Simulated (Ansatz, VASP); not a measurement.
# Two plane-wave programs on WS2

```
W S
1.0
    -1.57900   -2.73491    0.00000
     1.57900   -2.73491    0.00000
    -0.31580   -0.54698   18.48999
W S
3 6
Direct
  0.85810 0.00000 0.70950
  0.32477 0.33333 0.04283
  0.59143 0.66667 0.37617
  0.90804 0.00000 0.45980
  0.17471 0.33333 0.79313
  0.64137 0.66667 0.12647
  0.94190 0.00000 0.29050
  0.20857 0.33333 0.62383
  0.47523 0.66667 0.95717
```

Alike in both runs: task single point; functional LDA; k mesh 10 × 10 × 2; occupations gaussian, width 0.05 eV; no spin polarisation.

|  | VASP | Ansatz |
| --- | --- | --- |
| version | VASP 6.6.1 | Ansatz 0.2.0 |
| potentials or method | VASP PAW LDA potentials, release 64 (W_sv, S), cutoff 520 eV | scalar-relativistic, plane waves, PAW |
| valence electrons in the cell | 78 | 78 |

Ansatz gave:

```
gap on the k mesh at the Fermi level (eV)                     : 0.17
least direct gap on the mesh (eV)                             : 0.19
pressure (GPa)                                                : 0.5
traceless stress, the component that is largest in VASP (GPa) : 9.28
rms of the force components (eV/Å)                            : 1.873
```

Problem. Estimate VASP's values.

Solution. gap on the k mesh at the Fermi level (eV): 0.17; least direct gap on the mesh (eV): 0.19; pressure (GPa): 0.8; traceless stress, the component that is largest in VASP (GPa): 9.28; rms of the force components (eV/Å): 1.872.

LDA's correlation is that of Perdew and Zunger in VASP and of Perdew and Wang (1992) in Ansatz. Atom by atom the forces differ by 0.022 eV/Å (rms over components).

Neither program's run includes spin-orbit coupling.
